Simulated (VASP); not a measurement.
# Ta (I4/mmm) in VASP: a series of runs

Ta is run at these levels: PBEsol; tasks: single point.

All numbers are computed with VASP 6.6.1; they aren't measurements. Logs are shortened: lines on timing, memory, paths and dates and some standing lists are left out, and cuts for length are marked.

## 1. The cell of the first run

Symmetry: I4/mmm, No. 139, tetragonal system. The conventional cell has a = 3.313 Å, b = 3.313 Å, c = 3.149 Å, α = 90.00°, β = 90.00°, γ = 90.00°. Ta (site symmetry 4/mmm) has 14 Ta at 2.82 to 3.31 Å within 3.7 Å.

## 2. Single point, PBEsol (uniaxial strain along a: -4.0 %)

Input file INCAR:

```
SYSTEM = Ta
ALGO = Fast ; EDIFF = 1E-6
ENCUT = 520 ; GGA = PS
ISIF = 2 ; ISMEAR = 0
LASPH = .True. ; LCHARG = .False.
LREAL = .False. ; LWAVE = .False.
NBANDS = 18 ; NELM = 100
PREC = Accurate ; SIGMA = 0.1
```

Input file KPOINTS:

```
k-points
0
Gamma
  16 16 16
  0 0 0
```

Input file POSCAR:

```
Ta
1.0
    3.1492628034      0.0000000000      0.0000000000
    0.0000000000      3.3132869077      0.0000000000
    0.0000000000      0.0000000000      3.3132869077
Ta
2
Direct
    0.0000000000      0.0000000000      0.0000000000
    0.5000000000      0.5000000000      0.5000000000
```

Potentials or basis: VASP PAW PBE potentials, release 64 (Ta_pv).

Started as:

```sh
$ cat potpaw_PBE.64/Ta_pv/POTCAR > POTCAR
$ mpirun -np 1 vasp_std > vasp.out
```

OUTCAR:

```text
SYSTEM = Ta
   EDIFF = 1E-6
   ENCUT = 520
   GGA = PS
   ISIF = 2
   ISMEAR = 0
   LASPH = .True.
   LREAL = .False.
   NELM = 100
   PREC = Accurate

 ion  position               nearest neighbor table
   1  0.000  0.000  0.000-   2 2.82   2 2.82   2 2.82   2 2.82   2 2.82   2 2.82   2 2.82   2 2.82

   2  0.500  0.500  0.500-   1 2.82   1 2.82   1 2.82   1 2.82   1 2.82   1 2.82   1 2.82   1 2.82

  LATTYP: Found a simple tetragonal cell.
 ALAT       =     3.3132869077
 C/A-ratio  =     0.9504950495

  Lattice vectors:

 A1 = (   0.0000000000,   3.3132869077,   0.0000000000)
 A2 = (   0.0000000000,   0.0000000000,   3.3132869077)
 A3 = (   3.1492628034,   0.0000000000,   0.0000000000)

Analysis of symmetry for initial positions (statically):
=====================================================================
 Subroutine PRICEL returns following result:

  LATTYP: Found a body centered tetragonal cell.
 ALAT       =     3.3132869077
 C/A-ratio  =     0.9504950495

  Lattice vectors:

 A1 = (  -1.5746314017,   1.6566434539,   1.6566434539)
 A2 = (  -1.5746314017,  -1.6566434539,  -1.6566434539)
 A3 = (   1.5746314017,  -1.6566434539,   1.6566434539)

   2 primitive cells build up your supercell.

 Routine SETGRP: Setting up the symmetry group for a
 simple tetragonal supercell.

 Subroutine GETGRP returns: Found 16 space group operations
 (whereof 16 operations were pure point group operations)
 out of a pool of 16 trial point group operations.

The static configuration has the point symmetry D_4h.

Analysis of symmetry for dynamics (positions and initial velocities):
=====================================================================
 Subroutine PRICEL returns following result:

  LATTYP: Found a body centered tetragonal cell.
 ALAT       =     3.3132869077
 C/A-ratio  =     0.9504950495

  Lattice vectors:

 A1 = (  -1.5746314017,   1.6566434539,   1.6566434539)
 A2 = (  -1.5746314017,  -1.6566434539,  -1.6566434539)
 A3 = (   1.5746314017,  -1.6566434539,   1.6566434539)

   2 primitive cells build up your supercell.

 Routine SETGRP: Setting up the symmetry group for a
 simple tetragonal supercell.

 Subroutine GETGRP returns: Found 16 space group operations
 (whereof 16 operations were pure point group operations)
 out of a pool of 16 trial point group operations.

The dynamic configuration has the point symmetry D_4h.

 Subroutine INISYM returns: Found 16 space group operations
 (whereof 16 operations are pure point group operations),
 and found     2 'primitive' translations

----------------------------------------------------------------------------------------

                                     Primitive cell

  volume of cell :      17.2861

  direct lattice vectors                    reciprocal lattice vectors
    -1.574631402  1.656643454  1.656643454    -0.317534630  0.000000000  0.301815094
    -1.574631402 -1.656643454 -1.656643454    -0.317534630 -0.301815094  0.000000000
     1.574631402 -1.656643454  1.656643454     0.000000000 -0.301815094  0.301815094

  length of vectors
     2.822835298  2.822835298  2.822835298     0.438087426  0.438087426  0.426830999

  position of ions in fractional coordinates (direct lattice)
     0.000000000  0.000000000  0.000000000

  ion indices of the primitive-cell ions
   primitive index   ion index
                 1           1

----------------------------------------------------------------------------------------

 KPOINTS: k-points

Automatic generation of k-mesh.
 Grid dimensions read from file:
 generate k-points for:   16   16   16

 Generating k-lattice:

  Cartesian coordinates                     Fractional coordinates (reciprocal lattice)
     0.019845914  0.000000000  0.000000000     0.062500000  0.000000000  0.000000000
     0.000000000  0.018863443  0.000000000     0.000000000  0.062500000  0.000000000
     0.000000000  0.000000000  0.018863443     0.000000000  0.000000000  0.062500000

  Length of vectors
     0.019845914  0.018863443  0.018863443

  Shift w.r.t. Gamma in fractional coordinates (k-lattice)
     0.000000000  0.000000000  0.000000000

 Subroutine IBZKPT returns following result:
 ===========================================

 Found    405 irreducible k-points:

 Following reciprocal coordinates:
            Coordinates               Weight
  0.000000  0.000000  0.000000      1.000000
  0.062500  0.000000  0.000000      2.000000
  0.125000  0.000000  0.000000      2.000000
  0.187500  0.000000  0.000000      2.000000
  0.250000  0.000000  0.000000      2.000000
  0.312500  0.000000  0.000000      2.000000
[... 16 lines left out ...]
  0.250000  0.125000  0.000000      8.000000
  0.312500  0.125000  0.000000      8.000000
 [... further k-points ...]
   k-points           NKPTS =    405   k-points in BZ     NKDIM =    405   number of bands    NBANDS=     18
   number of dos      NEDOS =    301   number of ions     NIONS =      2
   total plane-waves  NPLWV =  18816
   dimension x,y,z NGX =    24 NGY =   28 NGZ =   28
   dimension x,y,z NGXF=    48 NGYF=   56 NGZF=   56
   ions per type =               2
   NGX,Y,Z   is equivalent  to a cutoff of  12.67, 14.05, 14.05 a.u.
   NGXF,Y,Z  is equivalent  to a cutoff of  25.34, 28.10, 28.10 a.u.
 SYSTEM =  Ta
   PREC   = accura    normal or accurate (medium, high low for compatibility)
   ISTART =      0    job   : 0-new  1-cont  2-samecut
   ICHARG =      2    charge: 1-file 2-atom 10-const
   ISPIN  =      1    spin polarized calculation?
   LNONCOLLINEAR =      F non collinear calculations
   LSORBIT =      F    spin-orbit coupling
   LASPH  =      T    aspherical Exc in radial PAW
   ENCUT  =  520.0 eV  38.22 Ry    6.18 a.u.   5.86  6.16  6.16*2*pi/ulx,y,z
   NELM   =    100;   NELMIN=  2; NELMDL= -5     # of ELM steps
   EDIFF  = 0.1E-05   stopping-criterion for ELM
   LREAL  =      F    real-space projection
   EDIFFG = 0.1E-04   stopping-criterion for IOM
   NSW    =      0    number of steps for IOM
   IBRION =     -1    ionic relax: 0-MD 1-quasi-New 2-CG
   NFREE  =      0    steps in history (QN), initial steepest desc. (CG)
   ISIF   =      2    stress and relaxation
   ISYM   =      2    0-nonsym 1-usesym 2-fastsym
   POTIM  = 0.5000    time-step for ionic-motion
   TEBEG  =    0.0;   TEEND  =   0.0 temperature during run
   PSTRESS=    0.0 pullay stress
   NELECT =      22.0000    total number of electrons
   NUPDOWN=      -1.0000    fix difference up-down
   EMIN   =  10.00;   EMAX   =-10.00  energy-range for DOS
   EFERMI =   0.00;   METHOD = LEGACY
   ISMEAR =     0;   SIGMA  =   0.10  broadening in eV -4-tet -1-fermi 0-gaus
   EFERMI_NEDOS =   21; number of points for ismear=-14 and -15
   IALGO  =     68    algorithm
   IMIX   =      4    mixing-type and parameters
     AMIX     =   0.40;   BMIX     =  1.00
     AMIX_MAG =   1.60;   BMIX_MAG =  1.00
  volume/ion in A,a.u.               =      17.29       116.65
  Fermi-wavevector in a.u.,A,eV,Ry     =   1.408121  2.660963 26.977707  1.982806
  Thomas-Fermi vector in A             =   2.530311
   LORBIT       =      0    0 simple, 1 ext, 2 COOP (PROOUT), +10 PAW based schemes
   GGA     = PS    functional components
   LHFCALC =     F    Hartree Fock is set to
   AEXX    =    0.0000 exact exchange contribution
   IVDW    =     0    specifies the selected vdW correction
   LEPSILON=     F    determine dielectric tensor
   LRPA    =     F    only Hartree local field effects (RPA)
 non-spin polarized calculation
 RMM-DIIS sequential band-by-band and
 Gauss-broadening in eV      SIGMA  =   0.10
  energy-cutoff  :      520.00
  volume of cell :       34.57
 maximum number of plane-waves:       952
 NGX is ok and might be reduce to    24
   NGX = 11   NGY = 13   NGZ = 13

 number of electron      21.9999996 magnetization

 Free energy of the ion-electron system (eV)
  ---------------------------------------------------
  ext. energy  EPLUGINS =         0.00000000
  ---------------------------------------------------
  free energy    TOTEN  =       -25.07232871 eV

  energy without entropy =      -25.05811998  energy(sigma->0) =      -25.06522434

 E-fermi :   5.6583     XC(G=0): -12.9396

 val. band max:        5.6563458473   @ k =   0.3125   0.4375   0.0625
 cond. band min:       5.6590984591   @ k =   0.0625   0.5000   0.3125
 fundamental gap:      0.0027526118
 Fermi energy:         5.6583400652

 k-point     1 :       0.0000    0.0000    0.0000
  band No.  band energies     occupation
      1     -28.1793      2.00000
      2     -28.1793      2.00000
      3     -28.0354      2.00000
      4     -27.2046      2.00000
      5     -27.2046      2.00000
      6     -27.1914      2.00000
[... 10 lines left out ...]
     17      14.2295      0.00000
     18      14.2686      0.00000

 k-point     2 :       0.0625    0.0000    0.0000
  band No.  band energies     occupation
      1     -28.1694      2.00000
      2     -28.1694      2.00000
      3     -28.0407      2.00000
      4     -27.2144      2.00000
      5     -27.2133      2.00000
      6     -27.2133      2.00000
[... 10 lines left out ...]
     17      12.8946      0.00000
     18      15.2423      0.00000

 k-point     3 :       0.1250    0.0000    0.0000
  band No.  band energies     occupation
      1     -28.1400      2.00000
      2     -28.1400      2.00000
      3     -28.0551      2.00000
      4     -27.2806      2.00000
      5     -27.2390      2.00000
      6     -27.2390      2.00000
[... 10 lines left out ...]
     17      12.5788      0.00000
     18      14.3907      0.00000

 k-point     4 :       0.1875    0.0000    0.0000
  band No.  band energies     occupation
      1     -28.0925      2.00000
      2     -28.0925      2.00000
      3     -28.0735      2.00000
      4     -27.3815      2.00000
      5     -27.2811      2.00000
      6     -27.2811      2.00000
[... 375 lines left out ...]
      4     -27.5282      2.00000
      5     -27.3105      2.00000
      6     -27.2218      2.00000
[... 10 lines left out ...]
     17      12.8924      0.00000
     18      14.4897      0.00000

 k-point    23 :       0.2500    0.1250    0.0000
  band No.  band energies     occupation
      1     -28.2210      2.00000
      2     -28.0009      2.00000
      3     -27.8739      2.00000
      4     -27.6588      2.00000
      5     -27.3625      2.00000
      6     -27.2603      2.00000
[... 10 lines left out ...]
     17      12.4574      0.00000
     18      13.5395      0.00000

 k-point    24 :       0.3125    0.1250    0.0000
  band No.  band energies     occupation
      1     -28.2269      2.00000
      2     -27.9289      2.00000
      3     -27.8035      2.00000
      4     -27.7934      2.00000
      5     -27.4269      2.00000
      6     -27.3158      2.00000
[... 10 lines left out ...]
     17      11.8643      0.00000
     18      12.6915      0.00000

 [... further k-points ...]

------------------------ aborting loop because EDIFF is reached ----------------------------------------

  FORCE on cell =-STRESS in cart. coord.  units (eV):
  Direction    XX          YY          ZZ          XY          YZ          ZX
  --------------------------------------------------------------------------------------
  -------------------------------------------------------------------------------------
  Total        1.9644980      0.6763277      0.6763277      0.0000000      0.0000000      0.0000000
  in kB       91.0406124     31.3430147     31.3430147      0.0000000      0.0000000      0.0000000
  external PRESSURE =      51.2422139 kB  Pullay stress =       0.0000000 kB

 VOLUME and BASIS-vectors are now :
 -----------------------------------------------------------------------------
  energy-cutoff  :      520.00
  volume of cell :       34.57
      direct lattice vectors                 reciprocal lattice vectors
     3.149262803  0.000000000  0.000000000     0.317534630  0.000000000  0.000000000
     0.000000000  3.313286908  0.000000000     0.000000000  0.301815094  0.000000000
     0.000000000  0.000000000  3.313286908     0.000000000  0.000000000  0.301815094

 POSITION                                       TOTAL-FORCE (eV/Angst)
 -----------------------------------------------------------------------------------
      0.00000      0.00000      0.00000         0.000000      0.000000      0.000000
      1.57463      1.65664      1.65664        -0.000000     -0.000000     -0.000000
 -----------------------------------------------------------------------------------
    total drift:                                0.000000      0.000000     -0.000000

  FREE ENERGIE OF THE ION-ELECTRON SYSTEM (eV)
  ---------------------------------------------------
  free  energy   TOTEN  =       -25.0723287102 eV

  energy  without entropy=      -25.0581199754  energy(sigma->0) =      -25.06522434
```

It took 10 min on 1 thread of AMD EPYC, shared host; peak memory 0.28 GiB.

Results:

* Free energy: -25.0723 eV
* Pressure: 5.1 GPa
* Band gap on the k mesh: zero (bands 11 and 12 overlap by 3.17 eV)

Stress tensor (GPa, compression positive):
```
9.10 0.00 0.00
0.00 3.13 0.00
0.00 0.00 3.13
```

Levels at points of the mesh, in eV from the Fermi level:
| k point | band 9 | band 10 | band 11 | band 12 | band 13 | band 14 |
| --- | --- | --- | --- | --- | --- | --- |
| (0.00, 0.00, 0.00) | -3.99 | 0.28 | 0.98 | 0.98 | 3.62 | 4.60 |
| (0.50, 0.00, 0.00) | -0.95 | -0.95 | 1.00 | 1.00 | 1.00 | 1.00 |
| (0.00, 0.50, 0.00) | -1.15 | -1.15 | 1.17 | 1.17 | 1.70 | 1.70 |
| (0.50, 0.50, 0.00) | -1.90 | -1.90 | 1.95 | 1.95 | 4.15 | 4.15 |
| (0.00, 0.50, 0.50) | -1.19 | -1.19 | 1.55 | 1.55 | 3.43 | 3.43 |
| (0.50, 0.50, 0.50) | -1.37 | -1.37 | -1.03 | -1.03 | 5.07 | 5.07 |

Caveat: the cell differs from its parent crystal (uniaxial strain along a: -4.0 %); the stress differs along the axes, from 3 to 9 GPa; the PAW data sets were made with another functional, which shifts forces and pressure a little; spin-orbit coupling is left out, which moves the levels of the heavy elements.

## 3. Single point, PBEsol (uniaxial strain along a: -2.0 %)

Input file INCAR:

```
  PREC = Accurate
  ENCUT = 520
  EDIFF = 1E-7
  ISMEAR = 0
  SIGMA = 0.1
  LREAL = False
  LASPH = True
  NELM = 60
  ALGO = Fast
  ISIF = 2
  LWAVE = False
  LCHARG = False
  GGA = PS
  NBANDS = 18
```

Input file KPOINTS:

```
regular mesh
0
Gamma
  16 16 16
```

Input file POSCAR:

```
Ta
1.0
    3.2148724451      0.0000000000      0.0000000000
    0.0000000000      3.2968844973      0.0000000000
    0.0000000000      0.0000000000      3.2968844973
Ta
2
Direct
    0.0000000000      0.0000000000      0.0000000000
    0.5000000000      0.5000000000      0.5000000000
```

Potentials or basis: VASP PAW PBE potentials, release 64 (Ta_pv).

Started as:

```sh
$ cat potpaw_PBE.64/Ta_pv/POTCAR > POTCAR
$ mpirun -np 1 vasp_std > vasp.out
```

OUTCAR:

```text
PREC = Accurate
   ENCUT = 520
   EDIFF = 1E-7
   ISMEAR = 0
   LREAL = False
   LASPH = True
   NELM = 60
   ISIF = 2
   GGA = PS

 ion  position               nearest neighbor table
   1  0.000  0.000  0.000-   2 2.83   2 2.83   2 2.83   2 2.83   2 2.83   2 2.83   2 2.83   2 2.83

   2  0.500  0.500  0.500-   1 2.83   1 2.83   1 2.83   1 2.83   1 2.83   1 2.83   1 2.83   1 2.83

  LATTYP: Found a simple tetragonal cell.
 ALAT       =     3.2968844973
 C/A-ratio  =     0.9751243781

[... 715 lines left out ...]
------------------------ aborting loop because EDIFF is reached ----------------------------------------

  FORCE on cell =-STRESS in cart. coord.  units (eV):
  Direction    XX          YY          ZZ          XY          YZ          ZX
  --------------------------------------------------------------------------------------
  -------------------------------------------------------------------------------------
  Total        0.9902776      0.3595067      0.3595067      0.0000000      0.0000000      0.0000000
  in kB       45.4042330     16.4833818     16.4833818      0.0000000      0.0000000      0.0000000
  external PRESSURE =      26.1236655 kB  Pullay stress =       0.0000000 kB

 VOLUME and BASIS-vectors are now :
 -----------------------------------------------------------------------------
  energy-cutoff  :      520.00
  volume of cell :       34.94
      direct lattice vectors                 reciprocal lattice vectors
     3.214872445  0.000000000  0.000000000     0.311054332  0.000000000  0.000000000
     0.000000000  3.296884497  0.000000000     0.000000000  0.303316662  0.000000000
     0.000000000  0.000000000  3.296884497     0.000000000  0.000000000  0.303316662

 POSITION                                       TOTAL-FORCE (eV/Angst)
 -----------------------------------------------------------------------------------
      0.00000      0.00000      0.00000         0.000000     -0.000000     -0.000000
      1.60744      1.64844      1.64844        -0.000000      0.000000      0.000000
 -----------------------------------------------------------------------------------
    total drift:                                0.000000      0.000000     -0.000000

  FREE ENERGIE OF THE ION-ELECTRON SYSTEM (eV)
  ---------------------------------------------------
  free  energy   TOTEN  =       -25.0981356835 eV

  energy  without entropy=      -25.0845665790  energy(sigma->0) =      -25.09135113
```

OSZICAR:

```text
N       E                     dE             d eps       ncg     rms          rms(c)
DAV:   1     0.170408875301E+03    0.17041E+03   -0.12498E+04 14580   0.126E+03
DAV:   2    -0.218062343095E+02   -0.19222E+03   -0.18873E+03 18066   0.359E+02
DAV:   3    -0.260479109591E+02   -0.42417E+01   -0.41755E+01 17108   0.504E+01
DAV:   4    -0.260771703471E+02   -0.29259E-01   -0.29210E-01 16034   0.437E+00
DAV:   5    -0.260773806505E+02   -0.21030E-03   -0.21029E-03 16194   0.356E-01    0.206E+01
RMM:   6    -0.253267613628E+02    0.75062E+00   -0.69060E-01 14890   0.617E+00    0.101E+01
RMM:   7    -0.250980386382E+02    0.22872E+00   -0.82857E-01 16002   0.625E+00    0.463E-01
RMM:   8    -0.250976446384E+02    0.39400E-03   -0.39981E-02 17195   0.154E+00    0.551E-01
RMM:   9    -0.250984413772E+02   -0.79674E-03   -0.83619E-03 17861   0.576E-01    0.259E-01
RMM:  10    -0.250981293554E+02    0.31202E-03   -0.20134E-03 15896   0.345E-01    0.870E-02
RMM:  11    -0.250981296147E+02   -0.25939E-06   -0.17860E-04 18543   0.114E-01    0.142E-02
RMM:  12    -0.250981344151E+02   -0.48003E-05   -0.37950E-05 19048   0.475E-02    0.147E-02
RMM:  13    -0.250981360316E+02   -0.16165E-05   -0.61678E-06 18856   0.168E-02    0.147E-02
RMM:  14    -0.250981353988E+02    0.63278E-06   -0.23059E-06 16652   0.102E-02    0.651E-03
RMM:  15    -0.250981355941E+02   -0.19526E-06   -0.53314E-07 13038   0.463E-03    0.358E-03
RMM:  16    -0.250981356835E+02   -0.89459E-07   -0.10178E-07  9327   0.178E-03
   1 F= -.25098136E+02 E0= -.25091351E+02  d E =-.135691E-01
```

stdout:

```text
POSCAR found type information on POSCAR Ta
 POSCAR found :  1 types and       2 ions
 scaLAPACK will be used
 -----------------------------------------------------------------------------
|                                                                             |
|                                                                             |
|     You enforced a specific xc type in the INCAR file but a different       |
|     I HOPE YOU KNOW WHAT YOU ARE DOING!                                     |
|                                                                             |
 -----------------------------------------------------------------------------

 LDA part: xc-table for (Slater+PW92), standard interpolation
 POSCAR, INCAR and KPOINTS ok, starting setup
 FFT: planning ... GRIDC
 FFT: planning ... GRID_SOFT
 FFT: planning ... GRID
 WAVECAR not read
 entering main loop
WARNING in EDDRMM: call to ZHEGV failed, returncode =   8  4     16
```

Wall time 11 min (1 thread of AMD EPYC, shared host); peak memory 0.28 GiB.

Results:

- Free energy: -25.0981 eV
- Pressure: 2.6 GPa
- Band gap on the k mesh: zero (bands 11 and 12 overlap by 2.97 eV)

Caveat: the cell differs from its parent crystal (uniaxial strain along a: -2.0 %); the PAW data sets were made with another functional, which shifts forces and pressure a little; spin-orbit coupling is left out, which moves the levels of the heavy elements.

[end of part 1 of 2]
